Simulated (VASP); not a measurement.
## AlP: single point with r2SCAN

Crystal: AlP.

```
CELL_PARAMETERS angstrom
0.00000 2.68334 2.68334
2.68334 0.00000 2.68334
2.68334 2.68334 0.00000
ATOMIC_POSITIONS crystal
Al 0.00000 0.00000 0.00000
P 0.25000 0.25000 0.25000
```

This cell differs from its parent crystal: volume changed by -6%.

| Item | Value |
| --- | --- |
| Program | VASP 6.6.1 |
| Task | single point |
| Functional | r2SCAN |
| Potentials or basis | VASP PAW PBE potentials, release 64 (Al, P) |
| Cutoff | 550 eV |
| k mesh | 6 × 6 × 6 |
| Occupations | gaussian, width 0.01 eV |
| Spin | no spin polarisation |

The pressure is 6.0 GPa. The band gap on the k mesh is 1.81 eV, indirect (least direct gap 4.10 eV).

Levels at points of the mesh, in eV from the valence-band top:
```
           k point  band 2  band 3  band 4  band 5  band 6  band 7
(0.00, 0.00, 0.00)    0.00    0.00    0.00    4.48    5.05    5.05
(0.50, 0.00, 0.00)   -5.91   -0.82   -0.82    3.53    5.23    5.23
(0.50, 0.50, 0.00)   -5.62   -2.29   -2.29    1.81    2.83   12.46
```

Run time: 26 s on 1 thread of AMD EPYC 9R45 96-Core Processor (Zen 5), with other jobs on the host, peak memory 0.13 GiB.

Caveat: the PAW data sets were made with another functional, which shifts forces and pressure a little. A k mesh can miss the band edges.
